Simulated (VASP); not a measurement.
Set up this calculation in VASP 6.6.1, as the native input.

```
Task                   : single point
Functional             : PBE
Potentials or basis    : VASP PAW PBE potentials, release 64 (Si, C)
Cutoff                 : 520 eV
k mesh                 : 6 × 6 × 2
Occupations            : gaussian, width 0.1 eV
Spin                   : collinear spin, ferromagnetic start
Starting moments       : [0.0, 0.0, 0.0, 0.0, 0.0, 0.0, 0.0, 0.0, 1.0, 1.0] μB
Dipole correction      : no
Further INCAR settings : ALGO = Normal; EDIFF = 1e-07; NBANDS = 35
```

The structure of Si4C lies in POSCAR:

```
Si4C
1.0
    3.5741023900      0.0000000000      0.0000000000
   -1.7870511900      3.0952634600      0.0000000000
    0.0000000000      0.0000000000     13.3055502300
Si C
8 2
Direct
    0.3333333300      0.6666666700      0.8000000000
    0.3333333300      0.6666666700      0.0000000000
    0.3333333300      0.6666666700      0.2000000000
    0.6666666700      0.3333333300      0.7000000000
    0.6666666700      0.3333333300      0.9000000000
    0.6666666700      0.3333333300      0.1000000000
    0.6666666700      0.3333333300      0.3000000000
    0.6666666700      0.3333333300      0.5000000000
    0.3333333300      0.6666666700      0.6000000000
    0.3333333300      0.6666666700      0.4000000000
```

One way to write it, as run:

INCAR

```
SYSTEM = Si4C
PREC = Accurate
ENCUT = 520
EDIFF = 1E-7
ISMEAR = 0
SIGMA = 0.1
LREAL = .FALSE.
LASPH = .TRUE.
NELM = 150
ALGO = Normal
ISIF = 2
LWAVE = .FALSE.
LCHARG = .TRUE.
ISPIN = 2
MAGMOM = 0 0 0 0 0 0 0 0 1 1
LORBIT = 11
GGA = PE
LELF = .TRUE.
LVHAR = .TRUE.
NBANDS = 35
```

KPOINTS

```
regular mesh
0
G
  6 6 2
  0 0 0
```

Potentials or basis: VASP PAW PBE potentials, release 64 (Si, C).

The run is started by

```sh
$ cat potpaw_PBE.64/Si/POTCAR potpaw_PBE.64/C/POTCAR > POTCAR
$ mpirun -np 1 vasp_std > vasp.out
```

Results of the run:

```json
{
 "Pressure": "-3.6 GPa",
 "Largest force": "1.573 eV/Å",
 "Band gap on the k mesh": "zero (filled and empty bands overlap)",
 "Net moment": "0.00 μB per cell",
 "Valence electrons inside the program's atomic spheres": "Si 1.62, 1.64, 1.53, 1.63, 1.42; C 2.11"
}
```

Caveat: forces of over 1 eV/Å act on the atoms, so gaps and moduli don't describe the material at rest.

It took 2.2 min on 1 thread of Intel(R) Xeon(R) 6975P-C (Granite Rapids), on a shared host, peak memory 0.36 GiB.
